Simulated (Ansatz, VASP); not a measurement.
**TePb: VASP beside Ansatz**

The input INCAR:

```
PREC     = Accurate       # precision mode
ENCUT    = 520            # plane-wave cutoff, eV
EDIFF    = 1E-7           # SCF threshold, eV
ISMEAR   = -1             # smearing method
SIGMA    = 0.03           # smearing width, eV
LREAL    = F              # projectors in reciprocal space
LASPH    = T              # aspherical terms in the spheres
NELM     = 60             # most SCF steps
ALGO     = Normal         # electronic algorithm
ISIF     = 2              # what is computed and relaxed
LWAVE    = F              # write WAVECAR
LCHARG   = F              # write CHGCAR
GGA      = PE             # functional
NBANDS   = 17             # bands
```

File KPOINTS:

```
regular mesh
0
Gamma
  10 10 10
```

POSCAR

```
TePb
1.0
    0.0000000000      3.1998810708      3.1998810708
    3.1998810708      0.0000000000      3.1998810708
    3.1998810708      3.1998810708      0.0000000000
Te Pb
1 1
Direct
    0.5000000000      0.5000000000      0.5000000000
    0.0000000000      0.0000000000      0.0000000000
```

Input for Ansatz:

```yaml
crystal:
  lattice:
    - [0.0, 3.1998810708, 3.1998810708]
    - [3.1998810708, 0.0, 3.1998810708]
    - [3.1998810708, 3.1998810708, 0.0]
  atoms:
    - { symbol: Te, position: [0.5, 0.5, 0.5] }
    - { symbol: Pb, position: [0.0, 0.0, 0.0] }
kpoints:
  mp_grid: { grid: [10, 10, 10] }
scf:
  occupations: { method: fermi_dirac, width: 0.03 }
hamiltonian:
  xc: pbe
  pseudopotentials: { kind: all_electron, lapw: { basis_error: 0.0005 } }
output:
  forces: true
  stress: true
  eigenvalues: true
```

Change from the starting cell: volume scaled by 0.975.

Alike in both runs: task single point; functional PBE; k mesh 10 × 10 × 10; occupations fermi-dirac, width 0.03 eV; no spin polarisation.

|  | VASP | Ansatz |
| --- | --- | --- |
| version | VASP 6.6.1 | Ansatz 0.2.0 |
| potentials or method | VASP PAW PBE potentials, release 64 (Te, Pb_d), cutoff 520 eV | all-electron LAPW, scalar-relativistic |

|  | VASP | Ansatz | Ansatz less VASP |
| --- | --- | --- | --- |
| pressure (GPa) | 3.6 | 3.6 | +0.05 |

Ansatz ran all-electron here, and VASP with PAW potentials.

Spin-orbit coupling is off throughout.
